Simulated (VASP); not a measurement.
Write the native input for VASP 6.6.1 that does the following.

```yaml
Task: single point
Functional: LDA
Potentials_or_basis: VASP PAW LDA potentials, release 64 (Al, N)
Cutoff: 520 eV
k_mesh: 9 × 9 × 6
Occupations: gaussian, width 0.01 eV
Spin: no spin polarisation
Dipole_correction: no
Further_INCAR_settings: ALGO = Normal; EDIFF = 1e-06; NBANDS = 16
```

The structure of AlN lies in POSCAR:

```
AlN
1.0
    3.0886190489      0.0000000000      0.0000000000
   -1.5443095244      2.6748225589      0.0000000000
    0.0000000000      0.0000000000      4.9431567737
Al N
2 2
Direct
    0.3333333333      0.6666666667     -0.0176934106
    0.6666666667      0.3333333333      0.4823065894
    0.3333333333      0.6666666667      0.3996934106
    0.6666666667      0.3333333333      0.8996934106
```

This cell differs from its parent crystal: atoms moved along the polar distortion.

These files were run (other wordings do the same):

INCAR

```
SYSTEM = AlN
PREC = Accurate ; ENCUT = 520
EDIFF = 1E-6 ; ISMEAR = 0
SIGMA = 0.01 ; LREAL = .False.
LASPH = .True. ; NELM = 60
ALGO = Normal ; ISIF = 2
LWAVE = .False. ; LCHARG = .True.
GGA = CA ; LELF = .True.
LVHAR = .True. ; NBANDS = 16
```

KPOINTS

```
regular mesh
0
Gamma
  9 9 6
  0 0 0
```

Potentials or basis: VASP PAW LDA potentials, release 64 (Al, N).

Launch:

```sh
$ cat potpaw_LDA.64/Al/POTCAR potpaw_LDA.64/N/POTCAR > POTCAR
$ mpirun -np 1 vasp_std > vasp.out
```

Results of the run:

| Property | Result |
| --- | --- |
| Pressure | 2.7 GPa |
| Largest force | 1.345 eV/Å |
| Band gap on the k mesh | 3.85 eV |

Caveat: the cell differs from its parent crystal (atoms moved along the polar distortion); the stress differs along the axes, from -10 to 9 GPa; forces of over 1 eV/Å act on the atoms, so gaps and moduli don't describe the material at rest.

It took 39 s on 1 thread of Intel Xeon 8259CL, with other jobs on the host, peak memory 0.15 GiB.
